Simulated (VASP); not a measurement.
# Pb: single point with PBEsol

The system is Pb.

```xyz
2
Lattice="3.4762 0.0000 0.0000 -1.7381 3.0105 0.0000 0.0000 0.0000 5.7014" Properties=species:S:1:pos:R:3 pbc="T T T"
Pb    0.0000    2.0070    1.4253
Pb    1.7381    1.0035    4.2760
```

This isn't the form of Pb at room conditions, which is fcc.

```
Program             : VASP 6.6.1
Task                : single point
Functional          : PBEsol
Potentials or basis : VASP PAW PBE potentials, release 64 (Pb_d)
Cutoff              : 520 eV
k mesh              : 17 × 17 × 9
Occupations         : fermi-dirac, width 0.1 eV
Spin                : no spin polarisation
```

```yaml
Pressure: 0.0 GPa
Band_gap_on_the_k_mesh: zero (bands 14 and 15 overlap by 7.65 eV)
```

Stress tensor (GPa, compression positive):
```
-0.12  0.00  0.00
 0.00 -0.12  0.00
 0.00  0.00  0.20
```

Levels at points of the mesh, in eV from the Fermi level:
```csv
k point,band 10,band 11,band 12,band 13,band 14,band 15,band 16,band 17,band 18,band 19
"(0.00, 0.00, 0.00)",-16.70,-11.85,-8.17,-4.28,5.73,5.73,7.53,7.53,7.62,8.92
```

It took 53 s on 1 thread of Intel(R) Xeon(R) 6975P-C (Granite Rapids) (shared host), peak memory 0.29 GiB.

Caveat: the PAW data sets were made with another functional, which shifts forces and pressure a little; spin-orbit coupling is left out, which moves the levels of the heavy elements.
